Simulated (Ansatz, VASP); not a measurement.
**PbF2 in VASP and in Ansatz**

```
Pb F
1.0
     0.00000    2.96366    2.96366
     2.96366    0.00000    2.96366
     2.96366    2.96366    0.00000
Pb F
1 2
Direct
  0.00000 0.00000 0.00000
  0.75000 0.75000 0.75000
  0.25000 0.25000 0.25000
```

Alike in both runs: functional r2SCAN; k mesh 8 × 8 × 8; occupations fermi-dirac, width 0.05 eV; no spin polarisation.

```csv
,VASP,Ansatz
version,VASP 6.6.1,Ansatz 0.2.0
potentials or method,"VASP PAW PBE potentials, release 64 (Pb_d, F)",Ansatz PAW
plane-wave cutoff (eV),660,500
valence electrons in the cell,28,28
task,single point,band structure
```

Ansatz gave:

| Quantity | Value |
| --- | --- |
| gap on the k mesh at the Fermi level (eV) | 4.93 |
| least direct gap on the mesh (eV) | 5.07 |
| pressure (GPa) | -0.2 |

Q: Estimate VASP's values.

A: gap on the k mesh at the Fermi level (eV): 4.94; least direct gap on the mesh (eV): 5.08; pressure (GPa): -0.4.

VASP's potentials were made for PBE, not for r2SCAN.

Spin-orbit coupling is off throughout.
